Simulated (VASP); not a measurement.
# Nb (Im-3m) in VASP: a series of runs

Nb is run at these levels: PBE+D3(BJ); tasks: single point, relaxation of cell and atoms.

Everything below comes from runs of VASP 6.6.1. Logs are shortened: lines on timing, memory, paths and dates and some standing lists are left out, and cuts for length are marked.

## (1) The cell of the first run

It takes space group Im-3m (No. 229, cubic). The conventional cell has a = 3.266 Å, b = 3.266 Å, c = 3.266 Å, α = 90.00°, β = 90.00°, γ = 90.00°. Within 3.7 Å of Nb (site symmetry m-3m) lie 14 Nb at 2.83 to 3.27 Å.

## (2) Single point, PBE+D3(BJ)

INCAR reads:

```
PREC = Accurate
ENCUT = 520
EDIFF = 1E-6
ISMEAR = 0
SIGMA = 0.1
LREAL = False
LASPH = True
NELM = 100
ALGO = Normal
ISIF = 2
LWAVE = False
LCHARG = False
GGA = PE
IVDW = 12
NBANDS = 12
```

KPOINTS reads:

```
regular mesh
0
Gamma
  18 18 18
```

POSCAR reads:

```
Nb
1.0
   -1.6332217918      1.6332217918      1.6332217918
    1.6332217918     -1.6332217918      1.6332217918
    1.6332217918      1.6332217918     -1.6332217918
Nb
1
Direct
    0.0000000000      0.0000000000      0.0000000000
```

Potentials or basis: VASP PAW PBE potentials, release 64 (Nb_sv).

Started as:

```bash
> cat potpaw_PBE.64/Nb_sv/POTCAR > POTCAR
> mpirun -np 1 vasp_std > vasp.out
```

OUTCAR:

```text
PREC = Accurate
   ENCUT = 520
   EDIFF = 1E-6
   ISMEAR = 0
   LREAL = False
   LASPH = True
   NELM = 100
   ISIF = 2
   GGA = PE
   IVDW = 12
 IVDW          = 12

 ion  position               nearest neighbor table
   1  0.000  0.000  0.000-

  LATTYP: Found a body centered cubic cell.
 ALAT       =     3.2664435836

  Lattice vectors:

 A1 = (  -1.6332217918,   1.6332217918,   1.6332217918)
 A2 = (   1.6332217918,  -1.6332217918,   1.6332217918)
 A3 = (   1.6332217918,   1.6332217918,  -1.6332217918)

Analysis of symmetry for initial positions (statically):
=====================================================================
 Subroutine PRICEL returns:
 Original cell was already a primitive cell.

 Routine SETGRP: Setting up the symmetry group for a
 body centered cubic supercell.

 Subroutine GETGRP returns: Found 48 space group operations
 (whereof 48 operations were pure point group operations)
 out of a pool of 48 trial point group operations.

The static configuration has the point symmetry O_h .

Analysis of symmetry for dynamics (positions and initial velocities):
=====================================================================
 Subroutine PRICEL returns:
 Original cell was already a primitive cell.

 Routine SETGRP: Setting up the symmetry group for a
 body centered cubic supercell.

 Subroutine GETGRP returns: Found 48 space group operations
 (whereof 48 operations were pure point group operations)
 out of a pool of 48 trial point group operations.

The dynamic configuration has the point symmetry O_h .

 Subroutine INISYM returns: Found 48 space group operations
 (whereof 48 operations are pure point group operations),
 and found     1 'primitive' translations

----------------------------------------------------------------------------------------

                                     Primitive cell

  volume of cell :      17.4259

  direct lattice vectors                    reciprocal lattice vectors
    -1.633221792  1.633221792  1.633221792     0.000000000  0.306143356  0.306143356
     1.633221792 -1.633221792  1.633221792     0.306143356  0.000000000  0.306143356
     1.633221792  1.633221792 -1.633221792     0.306143356  0.306143356  0.000000000

  length of vectors
     2.828823123  2.828823123  2.828823123     0.432952086  0.432952086  0.432952086

  position of ions in fractional coordinates (direct lattice)
     0.000000000  0.000000000  0.000000000

  ion indices of the primitive-cell ions
   primitive index   ion index
                 1           1

----------------------------------------------------------------------------------------

 KPOINTS: regular mesh

Automatic generation of k-mesh.
 Grid dimensions read from file:
 generate k-points for:   18   18   18

 Generating k-lattice:

  Cartesian coordinates                     Fractional coordinates (reciprocal lattice)
     0.000000000  0.017007964  0.017007964     0.055555556  0.000000000  0.000000000
     0.017007964  0.000000000  0.017007964     0.000000000  0.055555556  0.000000000
     0.017007964  0.017007964  0.000000000     0.000000000  0.000000000  0.055555556

  Length of vectors
     0.024052894  0.024052894  0.024052894

  Shift w.r.t. Gamma in fractional coordinates (k-lattice)
     0.000000000  0.000000000  0.000000000

 Subroutine IBZKPT returns following result:
 ===========================================

 Found    195 irreducible k-points:

 Following reciprocal coordinates:
            Coordinates               Weight
  0.000000  0.000000  0.000000      1.000000
  0.055556  0.000000  0.000000     12.000000
  0.111111  0.000000  0.000000     12.000000
  0.166667  0.000000  0.000000     12.000000
  0.222222  0.000000  0.000000     12.000000
  0.277778  0.000000  0.000000     12.000000
[... 16 lines left out ...]
  0.333333  0.111111  0.000000     48.000000
  0.388889  0.111111  0.000000     48.000000
 [... further k-points ...]
   k-points           NKPTS =    195   k-points in BZ     NKDIM =    195   number of bands    NBANDS=     12
   number of dos      NEDOS =    301   number of ions     NIONS =      1
   total plane-waves  NPLWV =  13824
   dimension x,y,z NGX =    24 NGY =   24 NGZ =   24
   dimension x,y,z NGXF=    48 NGYF=   48 NGZF=   48
   ions per type =               1
   NGX,Y,Z   is equivalent  to a cutoff of  14.10, 14.10, 14.10 a.u.
   NGXF,Y,Z  is equivalent  to a cutoff of  28.21, 28.21, 28.21 a.u.
 SYSTEM =  unknown system
   PREC   = accura    normal or accurate (medium, high low for compatibility)
   ISTART =      0    job   : 0-new  1-cont  2-samecut
   ICHARG =      2    charge: 1-file 2-atom 10-const
   ISPIN  =      1    spin polarized calculation?
   LNONCOLLINEAR =      F non collinear calculations
   LSORBIT =      F    spin-orbit coupling
   LASPH  =      T    aspherical Exc in radial PAW
   ENCUT  =  520.0 eV  38.22 Ry    6.18 a.u.   5.26  5.26  5.26*2*pi/ulx,y,z
   NELM   =    100;   NELMIN=  2; NELMDL= -5     # of ELM steps
   EDIFF  = 0.1E-05   stopping-criterion for ELM
   LREAL  =      F    real-space projection
   EDIFFG = 0.1E-04   stopping-criterion for IOM
   NSW    =      0    number of steps for IOM
   IBRION =     -1    ionic relax: 0-MD 1-quasi-New 2-CG
   NFREE  =      0    steps in history (QN), initial steepest desc. (CG)
   ISIF   =      2    stress and relaxation
   ISYM   =      2    0-nonsym 1-usesym 2-fastsym
   POTIM  = 0.5000    time-step for ionic-motion
   TEBEG  =    0.0;   TEEND  =   0.0 temperature during run
   PSTRESS=    0.0 pullay stress
   NELECT =      13.0000    total number of electrons
   NUPDOWN=      -1.0000    fix difference up-down
   EMIN   =  10.00;   EMAX   =-10.00  energy-range for DOS
   EFERMI =   0.00;   METHOD = LEGACY
   ISMEAR =     0;   SIGMA  =   0.10  broadening in eV -4-tet -1-fermi 0-gaus
   EFERMI_NEDOS =   21; number of points for ismear=-14 and -15
   IALGO  =     38    algorithm
   IMIX   =      4    mixing-type and parameters
     AMIX     =   0.40;   BMIX     =  1.00
     AMIX_MAG =   1.60;   BMIX_MAG =  1.00
  volume/ion in A,a.u.               =      17.43       117.60
  Fermi-wavevector in a.u.,A,eV,Ry     =   1.484764  2.805797 29.994375  2.204524
  Thomas-Fermi vector in A             =   2.598260
   LORBIT       =      0    0 simple, 1 ext, 2 COOP (PROOUT), +10 PAW based schemes
   GGA     = PE    functional components
   LHFCALC =     F    Hartree Fock is set to
   AEXX    =    0.0000 exact exchange contribution
   IVDW    =    12    specifies the selected vdW correction
   LEPSILON=     F    determine dielectric tensor
   LRPA    =     F    only Hartree local field effects (RPA)
 non-spin polarized calculation
 Gauss-broadening in eV      SIGMA  =   0.10
  energy-cutoff  :      520.00
  volume of cell :       17.43
 maximum number of plane-waves:       480
 NGX is ok and might be reduce to    24
   NGX = 11   NGY = 11   NGZ = 11

 number of electron      13.0000001 magnetization

 Free energy of the ion-electron system (eV)
  ---------------------------------------------------
  ext. energy  EPLUGINS =         0.00000000
  ---------------------------------------------------
  free energy    TOTEN  =       -10.20452752 eV

  energy without entropy =      -10.19670538  energy(sigma->0) =      -10.20061645

 E-fermi :  11.6364     XC(G=0): -12.6722

 val. band max:       11.6255925394   @ k =  -0.2222   0.3333   0.1111
 cond. band min:      11.6401423383   @ k =   0.3333   0.1667   0.1667
 fundamental gap:      0.0145497989
 Fermi energy:        11.6363620701

 k-point     1 :       0.0000    0.0000    0.0000
  band No.  band energies     occupation
      1     -42.6829      2.00000
      2     -17.9049      2.00000
      3     -17.9049      2.00000
      4     -17.9049      2.00000
      5       5.6431      2.00000
      6      12.0022      0.00000
      7      12.0022      0.00000
      8      12.0022      0.00000
      9      15.0229      0.00000
     10      15.0229      0.00000
     11      25.9575      0.00000
     12      25.9575      0.00000

 k-point     2 :       0.0556    0.0000    0.0000
  band No.  band energies     occupation
      1     -42.6746      2.00000
      2     -17.9541      2.00000
      3     -17.9197      2.00000
      4     -17.9053      2.00000
      5       5.7765      2.00000
      6      11.9188      0.00006
      7      11.9831      0.00000
      8      12.1297      0.00000
      9      14.8903      0.00000
     10      15.0224      0.00000
     11      26.0704      0.00000
     12      26.1878      0.00000

 k-point     3 :       0.1111    0.0000    0.0000
  band No.  band energies     occupation
      1     -42.6508      2.00000
      2     -18.0943      2.00000
      3     -17.9621      2.00000
      4     -17.9066      2.00000
      5       6.1575      2.00000
      6      11.6886      0.45974
      7      11.9020      0.00017
      8      12.5074      0.00000
      9      14.6087      0.00000
     10      15.0280      0.00000
     11      26.3516      0.00000
     12      26.8555      0.00000
[... 286 lines left out ...]
 k-point    23 :       0.3333    0.1111    0.0000
  band No.  band energies     occupation
      1     -42.4261      2.00000
      2     -19.2110      2.00000
      3     -18.3710      2.00000
      4     -17.9828      2.00000
      5       8.2999      2.00000
      6      10.1583      2.00000
      7      12.2472      0.00000
      8      14.7950      0.00000
      9      15.8524      0.00000
     10      17.7906      0.00000
     11      24.4830      0.00000
     12      25.4075      0.00000

 k-point    24 :       0.3889    0.1111    0.0000
  band No.  band energies     occupation
      1     -42.4026      2.00000
      2     -19.3144      2.00000
      3     -18.4200      2.00000
      4     -17.9852      2.00000
      5       8.1920      2.00000
      6      10.0320      2.00000
      7      12.8585      0.00000
      8      14.9198      0.00000
      9      16.0615      0.00000
     10      18.6603      0.00000
     11      23.9285      0.00000
     12      24.4959      0.00000

 [... further k-points ...]

------------------------ aborting loop because EDIFF is reached ----------------------------------------

 Edisp (eV)   -0.76163

 E8    (eV) :    -0.3701

  FORCE on cell =-STRESS in cart. coord.  units (eV):
  Direction    XX          YY          ZZ          XY          YZ          ZX
  --------------------------------------------------------------------------------------
  -------------------------------------------------------------------------------------
  Total      -0.03163    -0.03163    -0.03163     0.00000    -0.00000     0.00000
  in kB      -2.90774    -2.90774    -2.90774     0.00000    -0.00000     0.00000
  external pressure =       -2.91 kB  Pullay stress =        0.00 kB

 VOLUME and BASIS-vectors are now :
 -----------------------------------------------------------------------------
  energy-cutoff  :      520.00
  volume of cell :       17.43
      direct lattice vectors                 reciprocal lattice vectors
    -1.633221792  1.633221792  1.633221792     0.000000000  0.306143356  0.306143356
     1.633221792 -1.633221792  1.633221792     0.306143356  0.000000000  0.306143356
     1.633221792  1.633221792 -1.633221792     0.306143356  0.306143356  0.000000000

 POSITION                                       TOTAL-FORCE (eV/Angst)
 -----------------------------------------------------------------------------------
      0.00000      0.00000      0.00000         0.000000     -0.000000      0.000000
 -----------------------------------------------------------------------------------
    total drift:                                0.000000      0.000000     -0.000000

  FREE ENERGIE OF THE ION-ELECTRON SYSTEM (eV)
  ---------------------------------------------------
  free  energy   TOTEN  =       -10.9661535451 eV

  energy  without entropy=      -10.9583314040  energy(sigma->0) =      -10.96224247
```

It took 12 s on 1 thread of Intel Xeon 6975P-C (Granite Rapids), shared host; peak memory 0.17 GiB.

What came out:

```yaml
Free_energy: -10.9662 eV
Pressure: -0.3 GPa
Dispersion_energy_per_atom: -0.762 eV
```

Caveat: pairwise dispersion overbinds metals, which lowers pressure and volume.

## (3) Relaxation of cell and atoms, PBE+D3(BJ)

This run uses another cell than the first one, of 18.15 Å³/atom, 1.042 times its volume.

INCAR reads:

```
PREC     = Accurate       # precision mode
ENCUT    = 600            # plane-wave cutoff, eV
EDIFF    = 1E-6           # SCF threshold, eV
ISMEAR   = 0              # smearing method
SIGMA    = 0.1            # smearing width, eV
LREAL    = F              # projectors in reciprocal space
LASPH    = T              # aspherical terms in the spheres
NELM     = 60             # most SCF steps
ALGO     = Normal         # electronic algorithm
ISIF     = 3              # what is computed and relaxed
LWAVE    = F              # write WAVECAR
LCHARG   = F              # write CHGCAR
GGA      = PE             # functional
IVDW     = 12             # dispersion correction
IBRION   = 2              # ionic algorithm
NSW      = 70             # ionic steps
EDIFFG   = -0.005         # ionic threshold
```

KPOINTS reads:

```
Automatic mesh
0
Gamma
  18 18 18
```

POSCAR reads:

```
Nb
1.0
   -1.6555580008      1.6555580008      1.6555580008
    1.6555580008     -1.6555580008      1.6555580008
    1.6555580008      1.6555580008     -1.6555580008
Nb
1
Direct
    0.0000000000      0.0000000000      0.0000000000
```

Potentials or basis: VASP PAW PBE potentials, release 64 (Nb_sv).

Started as:

```bash
> cat potpaw_PBE.64/Nb_sv/POTCAR > POTCAR
> mpirun -np 1 vasp_std > vasp.out
```

OUTCAR:

```text
PREC = Accurate
   ENCUT = 600
   EDIFF = 1E-6
   ISMEAR = 0
   LREAL = F
   LASPH = T
   NELM = 60
   ISIF = 3
   GGA = PE
   IVDW = 12
   IBRION = 2
   NSW = 70
   EDIFFG = -0.005
 IVDW          = 12

 ion  position               nearest neighbor table
   1  0.000  0.000  0.000-

  LATTYP: Found a body centered cubic cell.
 ALAT       =     3.3111160016

  Lattice vectors:

 A1 = (  -1.6555580008,   1.6555580008,   1.6555580008)
 A2 = (   1.6555580008,  -1.6555580008,   1.6555580008)
 A3 = (   1.6555580008,   1.6555580008,  -1.6555580008)

Analysis of symmetry for initial positions (statically):
=====================================================================
 Subroutine PRICEL returns:
 Original cell was already a primitive cell.

[... 288 lines left out ...]
  ---------------------------------------------------
  ext. energy  EPLUGINS =         0.00000000
  ---------------------------------------------------
  free energy    TOTEN  =       -10.20380291 eV

  energy without entropy =      -10.19600110  energy(sigma->0) =      -10.19990201

 E-fermi :  11.6569     XC(G=0): -12.6798

 val. band max:       11.6452446832   @ k =  -0.2222   0.3333   0.1111
 cond. band min:      11.6625391168   @ k =   0.3333   0.1667   0.1667
 fundamental gap:      0.0172944336
 Fermi energy:        11.6569378976

 k-point     1 :       0.0000    0.0000    0.0000
  band No.  band energies     occupation
      1     -42.6617      2.00000
      2     -17.8805      2.00000
      3     -17.8805      2.00000
      4     -17.8805      2.00000
      5       5.6601      2.00000
      6      12.0219      0.00000
      7      12.0219      0.00000
      8      12.0219      0.00000
      9      15.0473      0.00000
     10      15.0473      0.00000
[... 287 lines left out ...]
 k-point    24 :       0.3889    0.1111    0.0000
  band No.  band energies     occupation
      1     -42.3799      2.00000
      2     -19.2960      2.00000
      3     -18.3978      2.00000
      4     -17.9612      2.00000
      5       8.2068      2.00000
      6      10.0481      2.00000
      7      12.8832      0.00000
      8      14.9447      0.00000
      9      16.0891      0.00000
     10      18.6928      0.00000

 [... further k-points ...]

------------------------ aborting loop because EDIFF is reached ----------------------------------------

 Edisp (eV)   -0.76276

 E8    (eV) :    -0.3706
[... 24 lines left out ...]
  FREE ENERGIE OF THE ION-ELECTRON SYSTEM (eV)
  ---------------------------------------------------
  free  energy   TOTEN  =       -10.9665677898 eV

  energy  without entropy=      -10.9587659830  energy(sigma->0) =      -10.96266689

 reached required accuracy - stopping structural energy minimisation
```

CONTCAR:

```text
Nb
   1.00000000000000
    -1.6324453648301829    1.6324453648301829    1.6324453648301829
     1.6324453648301829   -1.6324453648301829    1.6324453648301829
     1.6324453648301829    1.6324453648301829   -1.6324453648301829
  Nb
     1
Direct
     1.0000000000000000    0.0000000000000000    1.0000000000000000

  0.00000000E+00  0.00000000E+00  0.00000000E+00
```

Run time: 40 s. Hardware: 1 thread of Intel Xeon 6975P-C (Granite Rapids), shared host; peak memory 0.19 GiB.

Results:

```
Free energy                            : -10.9666 eV
Relaxed volume                         : 17.40 Å³/atom
Relaxed cell                           : a = 2.827 Å, b = 2.827 Å, c = 2.827 Å, α = 109.47°, β = 109.47°, γ = 109.47°
Space group after relaxing (to 0.05 Å) : Im-3m (No. 229)
Energy gained by relaxing              : 17.0 meV/atom
Ionic steps                            : 4
Pressure after relaxing                : 0.0 GPa
Dispersion energy per atom             : -0.763 eV
```

The path:
```csv
step,energy change (eV),largest force (eV/Å),pressure (GPa),volume (Å³)
1,0.0000,0.0000,-7.04,18.15
2,0.0406,0.0000,15.43,16.14
3,-0.0170,0.0000,-0.19,17.42
4,-0.0170,0.0000,-0.01,17.40
```

Final structure:
```yaml
crystal:
  lattice:
    - [-1.63245, 1.63245, 1.63245]
    - [1.63245, -1.63245, 1.63245]
    - [1.63245, 1.63245, -1.63245]
  atoms:
    - { symbol: Nb, position: [0.00000, 0.00000, 0.00000] }
```

Caveat: pairwise dispersion overbinds metals, which lowers pressure and volume.
